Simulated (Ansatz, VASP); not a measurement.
# Zn: VASP beside Ansatz

```
Zn
1.0
     2.68245    0.00000    0.00000
    -1.34122    2.32307    0.00000
     0.00000    0.00000    4.97946
Zn
2
Direct
  0.33333 0.66667 0.25000
  0.66667 0.33333 0.75000
```

Change from the starting cell: volume scaled by 1.02.

Alike in both runs: task single point; functional PBEsol; k mesh 18 × 18 × 8; occupations fermi-dirac, width 0.03 eV; no spin polarisation.

|  | VASP | Ansatz |
| --- | --- | --- |
| version | VASP 6.6.1 | Ansatz 0.2.0 |
| potentials or method | VASP PAW PBE potentials, release 64 (Zn), cutoff 520 eV | all-electron LAPW, scalar-relativistic |

Ansatz gave:

```
pressure (GPa)                                                : -6.5
traceless stress, the component that is largest in VASP (GPa) : 1.65
```

Q: Estimate VASP's values.

A: Pressure (GPa): -6.2; traceless stress, the component that is largest in VASP (GPa): 1.55.

VASP's potentials were made for PBE, not for PBEsol. Ansatz ran all-electron here, and VASP with PAW potentials.
